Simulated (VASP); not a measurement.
# ScPt (R-3m) in VASP: a series of runs, part 2 of 2

VASP 6.6.1. Earlier steps stand in the parts before.

### Step 3. Electric field gradients, LDA (equal xy, yz and zx shear strains of +1 %)

Input file INCAR:

```
SYSTEM = ScPt
PREC = Accurate ; ENCUT = 520
EDIFF = 1E-8 ; ISMEAR = -1
SIGMA = 0.05 ; LREAL = .FALSE.
LASPH = .TRUE. ; NELM = 100
ALGO = Normal ; ISIF = 2
LWAVE = .FALSE. ; LCHARG = .FALSE.
LEFG = .TRUE. ; NBANDS = 18
```

Input file KPOINTS:

```
Automatic mesh
0
G
  10 10 10
  0 0 0
```

Input file POSCAR:

```
ScPt
1.0
    3.2700000000      0.0163500000      0.0163500000
    0.0163500000      3.2700000000      0.0163500000
    0.0163500000      0.0163500000      3.2700000000
Sc Pt
1 1
Direct
    0.5000000000      0.5000000000      0.5000000000
    0.0000000000      0.0000000000      0.0000000000
```

Potentials or basis: VASP PAW LDA potentials, release 64 (Sc_sv, Pt).

Started as:

```console
cat potpaw_LDA.64/Sc_sv/POTCAR potpaw_LDA.64/Pt/POTCAR > POTCAR
mpirun -np 1 vasp_std > vasp.out
```

OUTCAR:

```text
SYSTEM = ScPt
   PREC = Accurate
   ENCUT = 520
   EDIFF = 1E-8
   ISMEAR = -1
   LREAL = .FALSE.
   LASPH = .TRUE.
   NELM = 100
   ISIF = 2

 ion  position               nearest neighbor table
   1  0.500  0.500  0.500-   2 2.82   2 2.82   2 2.82   2 2.82   2 2.82   2 2.82   2 2.86   2 2.86

   2  0.000  0.000  0.000-   1 2.82   1 2.82   1 2.82   1 2.82   1 2.82   1 2.82   1 2.86   1 2.86

  LATTYP: Found a trigonal (rhomboedric) cell.
 ALAT       =     3.2700817490
 COS(alpha) =     0.0100244988

  Lattice vectors:

 A1 = (   3.2700000000,   0.0163500000,   0.0163500000)
 A2 = (   0.0163500000,   3.2700000000,   0.0163500000)
 A3 = (   0.0163500000,   0.0163500000,   3.2700000000)

Analysis of symmetry for initial positions (statically):
=====================================================================
 Subroutine PRICEL returns:
 Original cell was already a primitive cell.

 Routine SETGRP: Setting up the symmetry group for a
 trigonal (rhombohedral) supercell.

 Subroutine GETGRP returns: Found 12 space group operations
 (whereof 12 operations were pure point group operations)
[... 693 lines left out ...]
     0.016350000  0.016350000  3.270000000    -0.001521520 -0.001521520  0.305825613

 POSITION                                       TOTAL-FORCE (eV/Angst)
 -----------------------------------------------------------------------------------
      1.65135      1.65135      1.65135        -0.000000      0.000000      0.000000
      0.00000      0.00000      0.00000         0.000000     -0.000000      0.000000
 -----------------------------------------------------------------------------------
    total drift:                                0.000000      0.000000     -0.000000

  FREE ENERGIE OF THE ION-ELECTRON SYSTEM (eV)
  ---------------------------------------------------
  free  energy   TOTEN  =       -16.6519111889 eV

  energy  without entropy=      -16.6372489068  energy(sigma->0) =      -16.64458005

 Electric field gradients (V/A^2)
---------------------------------------------------------------------
 ion       V_xx      V_yy      V_zz      V_xy      V_xz      V_yz
---------------------------------------------------------------------
   1      -0.000     0.000     0.000     0.714     0.714     0.714
   2      -0.000    -0.000    -0.000    -5.432    -5.432    -5.432
---------------------------------------------------------------------

 Electric field gradients after diagonalization (V/A^2)
 (convention: |V_zz| > |V_xx| > |V_yy|)
----------------------------------------------------------------------
 ion       V_xx      V_yy      V_zz     asymmetry (V_yy - V_xx)/ V_zz
----------------------------------------------------------------------
   1      -0.714    -0.714     1.428       0.000
   2       5.432     5.432   -10.864       0.000
----------------------------------------------------------------------

           NMR quadrupolar parameters

 Cq : quadrupolar parameter    Cq=e*Q*V_zz/h
 eta: asymmetry parameters     (V_yy - V_xx)/ V_zz
 Q  : nuclear electric quadrupole moment in mb (millibarn)
----------------------------------------------------------------------
 ion       Cq(MHz)       eta       Q (mb)
----------------------------------------------------------------------
   1       0.003       0.000       1.000
   2      -0.026       0.000       1.000
----------------------------------------------------------------------
```

OSZICAR:

```text
N       E                     dE             d eps       ncg     rms          rms(c)
DAV:   1     0.193950269111E+03    0.19395E+03   -0.10422E+04  4304   0.123E+03
DAV:   2    -0.825499216500E+01   -0.20221E+03   -0.19541E+03  4268   0.373E+02
DAV:   3    -0.178563731128E+02   -0.96014E+01   -0.90385E+01  5644   0.898E+01
DAV:   4    -0.180672710209E+02   -0.21090E+00   -0.20954E+00  6314   0.137E+01
DAV:   5    -0.180692419138E+02   -0.19709E-02   -0.19706E-02  5396   0.986E-01    0.981E+00
DAV:   6    -0.168775490025E+02    0.11917E+01   -0.17705E+00  5766   0.194E+01    0.398E+00
DAV:   7    -0.166804625727E+02    0.19709E+00   -0.70988E-01  5860   0.673E+00    0.112E+00
DAV:   8    -0.166582543911E+02    0.22208E-01   -0.79875E-02  6360   0.276E+00    0.585E-01
DAV:   9    -0.166531199115E+02    0.51345E-02   -0.24432E-02  5212   0.244E+00    0.292E-01
DAV:  10    -0.166520732737E+02    0.10466E-02   -0.72243E-03  5550   0.119E+00    0.783E-02
DAV:  11    -0.166519116078E+02    0.16167E-03   -0.54773E-04  6182   0.318E-01    0.967E-03
DAV:  12    -0.166519114120E+02    0.19582E-06   -0.12514E-05  6424   0.357E-02    0.403E-03
DAV:  13    -0.166519112120E+02    0.19997E-06   -0.82966E-07  6326   0.121E-02    0.192E-03
DAV:  14    -0.166519111898E+02    0.22254E-07   -0.11270E-07  5982   0.240E-03    0.127E-04
DAV:  15    -0.166519111889E+02    0.89517E-09   -0.11999E-09  2432   0.463E-04
   1 F= -.16651911E+02 E0= -.16644580E+02  d E =-.146623E-01
```

Run time: 23 s. Hardware: 1 thread of AMD EPYC 9R45 (Zen 5), shared host; peak memory 0.16 GiB.

What came out:

- Free energy: -16.6519 eV
- Pressure: -4.8 GPa
- Band gap on the k mesh: zero (an odd number of electrons rules out a gap without spin polarisation)
- Largest electric field gradient by atom: Sc +1.4; Pt -10.9 V/Å²

Electric field gradients, principal values (V/Å²):
| atom | least | middle | greatest (by size) |
| --- | --- | --- | --- |
| 1 Sc | -0.714 | -0.714 | 1.428 |
| 2 Pt | 5.432 | 5.432 | -10.864 |

Caveat: the cell differs from its parent crystal (equal xy, yz and zx shear strains of +1 %); the cell stands under tension; without QUAD_EFG the Cq values of the log hold for a quadrupole moment of 1 mb, not for the nuclei; spin-orbit coupling is left out, which moves the levels of the heavy elements.

### Step 4. Electric field gradients, LDA (equal xy, yz and zx shear strains of +1 %)

Input file INCAR:

```
SYSTEM = ScPt
PREC     = Accurate       ! precision mode
ENCUT    = 520            ! plane-wave cutoff, eV
EDIFF    = 1E-8           ! SCF threshold, eV
ISMEAR   = -1             ! smearing method
SIGMA    = 0.05           ! smearing width, eV
LREAL    = .False.        ! projectors in reciprocal space
LASPH    = .True.         ! aspherical terms in the spheres
NELM     = 60             ! most SCF steps
ALGO     = Normal         ! electronic algorithm
ISIF     = 2              ! what is computed and relaxed
LWAVE    = .False.        ! write WAVECAR
LCHARG   = .False.        ! write CHGCAR
GGA      = CA             ! functional
LEFG     = .True.       
NBANDS   = 18             ! bands
```

Input file KPOINTS:

```
regular mesh
0
Gamma
  10 10 10
  0 0 0
```

POSCAR is that of step 3.

Potentials or basis: VASP PAW LDA potentials, release 64 (Sc_sv, Pt).

Started as:

```console
cat potpaw_LDA.64/Sc_sv/POTCAR potpaw_LDA.64/Pt/POTCAR > POTCAR
mpirun -np 1 vasp_std > vasp.out
```

OUTCAR:

```text
SYSTEM = ScPt
   PREC = Accurate
   ENCUT = 520
   EDIFF = 1E-8
   ISMEAR = -1
   LREAL = .False.
   LASPH = .True.
   NELM = 60
   ISIF = 2
   GGA = CA

 ion  position               nearest neighbor table
   1  0.500  0.500  0.500-   2 2.82   2 2.82   2 2.82   2 2.82   2 2.82   2 2.82   2 2.86   2 2.86

   2  0.000  0.000  0.000-   1 2.82   1 2.82   1 2.82   1 2.82   1 2.82   1 2.82   1 2.86   1 2.86

  LATTYP: Found a trigonal (rhomboedric) cell.
 ALAT       =     3.2700817490
 COS(alpha) =     0.0100244988

[... 719 lines left out ...]
  ---------------------------------------------------
  free  energy   TOTEN  =       -16.6519111889 eV

  energy  without entropy=      -16.6372489068  energy(sigma->0) =      -16.64458005

 Electric field gradients (V/A^2)
---------------------------------------------------------------------
 ion       V_xx      V_yy      V_zz      V_xy      V_xz      V_yz
---------------------------------------------------------------------
   1      -0.000     0.000     0.000     0.714     0.714     0.714
   2      -0.000    -0.000    -0.000    -5.432    -5.432    -5.432
---------------------------------------------------------------------

 Electric field gradients after diagonalization (V/A^2)
 (convention: |V_zz| > |V_xx| > |V_yy|)
----------------------------------------------------------------------
 ion       V_xx      V_yy      V_zz     asymmetry (V_yy - V_xx)/ V_zz
----------------------------------------------------------------------
   1      -0.714    -0.714     1.428       0.000
   2       5.432     5.432   -10.864       0.000
----------------------------------------------------------------------

           NMR quadrupolar parameters

 Cq : quadrupolar parameter    Cq=e*Q*V_zz/h
 eta: asymmetry parameters     (V_yy - V_xx)/ V_zz
 Q  : nuclear electric quadrupole moment in mb (millibarn)
----------------------------------------------------------------------
 ion       Cq(MHz)       eta       Q (mb)
----------------------------------------------------------------------
   1       0.003       0.000       1.000
   2      -0.026       0.000       1.000
----------------------------------------------------------------------
```

Run time: 23 s. Hardware: 1 thread of AMD EPYC 9R45 (Zen 5), shared host; peak memory 0.16 GiB.

What came out:

| Property | Result |
| --- | --- |
| Free energy | -16.6519 eV |
| Pressure | -4.8 GPa |
| Band gap on the k mesh | zero (an odd number of electrons rules out a gap without spin polarisation) |
| Largest electric field gradient by atom | Sc +1.4; Pt -10.9 V/Å² |

Levels at points of the mesh, in eV from the Fermi level:
```tsv
k point	band 8	band 9	band 10	band 11	band 12	band 13
(0.00, 0.00, 0.00)	-2.91	-2.91	-2.80	1.41	1.41	3.35
(0.50, 0.00, 0.00)	-3.26	-3.24	-2.46	-0.92	-0.17	1.12
(0.50, 0.50, 0.00)	-3.90	-1.62	-0.84	0.25	0.39	1.91
(0.50, 0.50, 0.50)	-1.56	-1.56	-1.48	-1.41	-1.41	3.05
```

Electric field gradients, principal values (V/Å²):
```csv
atom,least,middle,greatest (by size)
1 Sc,-0.714,-0.714,1.428
2 Pt,5.432,5.432,-10.864
```

Caveat: the cell differs from its parent crystal (equal xy, yz and zx shear strains of +1 %); the cell stands under tension; without QUAD_EFG the Cq values of the log hold for a quadrupole moment of 1 mb, not for the nuclei; spin-orbit coupling is left out, which moves the levels of the heavy elements.
